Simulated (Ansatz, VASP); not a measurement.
# Al2Cu in VASP and in Ansatz

```
Al Cu
1.0
     0.00000    2.04044    5.68843
     1.89614    0.00000    5.68843
     1.89614    2.04044    0.00000
Al Cu
2 1
Cartesian
  1.8961 2.0404 7.5846
  1.8961 2.0404 3.7923
  0.0000 0.0000 0.0000
```

Alike in both runs: task single point; functional PBE; k mesh 6 × 6 × 6; occupations gaussian, width 0.1 eV; no spin polarisation.

|  | VASP | Ansatz |
| --- | --- | --- |
| version | VASP 6.6.1 | Ansatz 0.2.0 |
| potentials or method | VASP PAW PBE potentials, release 64 (Al, Cu), cutoff 520 eV | scalar-relativistic, plane waves, PAW |
| valence electrons in the cell | 17 | 25 |

```tsv
	VASP	Ansatz	Ansatz less VASP
gap on the k mesh at the Fermi level (eV)	none	none	-
pressure (GPa)	0.2	0.0	-0.16
traceless stress, the component that is largest in VASP (GPa)	-4.98	-4.91	+0.066
rms of the force components (eV/Å)	0.434	0.444	+0.0104
```

Atom by atom the forces differ by 0.010 eV/Å (rms over components). A gap of «none» marks a metal or a gap that the smearing closes. VASP's potentials hold 17 valence electrons a cell and Ansatz's 25, so a difference there can come from the potentials and not from the codes.

The k mesh is coarse, so the values compare programs but aren't converged.
